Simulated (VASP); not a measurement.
A run of VASP 6.6.1 is set up as follows.

INCAR

```
ALGO = Normal
EDIFF = 1E-6
ENCUT = 520
GGA = PS
ISIF = 2
ISMEAR = 0
ISPIN = 2
LASPH = T
LCHARG = F
LMAXMIX = 4
LORBIT = 11
LREAL = F
LWAVE = F
MAGMOM = 0.5
NBANDS = 15
NELM = 150
NUPDOWN = 0.5
PREC = Accurate
SIGMA = 0.15
```

Contents of KPOINTS:

```
k-points
0
Gamma
  22 22 22
```

Contents of POSCAR:

```
Pt
1.0
    0.0000000000      1.9291443853      1.9291443853
    1.9291443853      0.0000000000      1.9291443853
    1.9291443853      1.9291443853      0.0000000000
Pt
1
Direct
    0.0000000000      0.0000000000      0.0000000000
```

Potentials or basis: VASP PAW PBE potentials, release 64 (Pt).

The run is started by

```sh
$ cat potpaw_PBE.64/Pt/POTCAR > POTCAR
$ mpirun -np 1 vasp_std > vasp.out
```

Q: Predict the pressure.

A: 16.1 GPa.

Caveat: the cell stands under pressure; the PAW data sets were made with another functional, which shifts forces and pressure a little; the total moment is fixed, so each spin has its own Fermi level and the state may be an excited one.
